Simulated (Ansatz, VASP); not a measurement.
# InSe: VASP beside Ansatz

INCAR

```
SYSTEM = InSe
PREC = Accurate
ENCUT = 520
EDIFF = 1E-6
ISMEAR = 0
SIGMA = 0.05
LREAL = .False.
LASPH = .True.
NELM = 60
ALGO = Normal
ISIF = 2
LWAVE = .False.
LCHARG = .False.
LDIPOL = .True.
IDIPOL = 3
DIPOL = 0.5 0.5 0.405
GGA = PE
IVDW = 12
NBANDS = 48
```

The input KPOINTS:

```
regular mesh
0
Gamma
  9 9 1
  0 0 0
```

Contents of POSCAR:

```
InSe
1.0
    4.0266104808      0.0000000000      0.0000000000
   -2.0133052404      3.4871469675      0.0000000000
    0.0000000000      0.0000000000     28.2707100106
Se In
4 4
Direct
    0.0000000000      0.0000000000      0.1591753443
    0.0000000000      0.0000000000      0.3496677304
    0.3333333333      0.6666666667      0.4596755794
    0.3333333333      0.6666666667      0.6501679655
    0.6666666667      0.3333333333      0.2049979901
    0.6666666667      0.3333333333      0.3038451606
   -0.3333333333      0.3333333333      0.5054982252
   -0.3333333333      0.3333333333      0.6043453957
```

Input for Ansatz:

```yaml
crystal:
  lattice:
    - [4.0266103962, 0.0, 0.0]
    - [-2.0133051981, 3.4871468942, 0.0]
    - [0.0, 0.0, 28.270710502]
  atoms:
    - { symbol: Se, position: [0.0, 0.0, 0.1591753415] }
    - { symbol: In, position: [0.6666666667, 0.3333333333, 0.204997989] }
    - { symbol: In, position: [0.6666666667, 0.3333333333, 0.3038451602] }
    - { symbol: Se, position: [0.0, 0.0, 0.349667733] }
    - { symbol: Se, position: [0.3333333333, 0.6666666667, 0.4596755801] }
    - { symbol: In, position: [-0.3333333333, 0.3333333333, 0.5054982276] }
    - { symbol: In, position: [-0.3333333333, 0.3333333333, 0.6043453988] }
    - { symbol: Se, position: [0.3333333333, 0.6666666667, 0.6501679716] }
basis:
  ecutwfc: 420
kpoints:
  mp_grid: { grid: [9, 9, 1] }
hamiltonian:
  xc: pbe
  pseudopotentials: { kind: paw, azcp: { folder: soft_1 } }
  dispersion: d3bj
scf:
  occupations: { method: gaussian, width: 0.05 }
output:
  forces: true
  eigenvalues: true
  write_density: true
  write_potential: true
  elf: true
  volumetric_format: npy
efield:
  axis: 3
  dipole_correction: true
  ramp_width: 0.04
```

Alike in both runs: task single point; functional PBE; dispersion D3(BJ); k mesh 9 × 9 × 1; occupations gaussian, width 0.05 eV; no spin polarisation.

|  | VASP | Ansatz |
| --- | --- | --- |
| version | VASP 6.6.1 | Ansatz 0.2.0 |
| potentials or method | VASP PAW PBE potentials, release 64 (Se, In_d), cutoff 520 eV | scalar-relativistic, plane waves, PAW |
| valence electrons in the cell | 76 | 116 |

Ansatz gave:

| Quantity | Value |
| --- | --- |
| gap on the k mesh at the Fermi level (eV) | 1.11 |
| least direct gap on the mesh (eV) | 1.16 |
| rms of the force components (eV/Å) | 0.013 |

**Question.** Which values does VASP return?

**Answer.** gap on the k mesh at the Fermi level (eV): 1.10; least direct gap on the mesh (eV): 1.15; rms of the force components (eV/Å): 0.014.

VASP's potentials hold 76 valence electrons a cell and Ansatz's 116, so a difference there can come from the potentials and not from the codes.
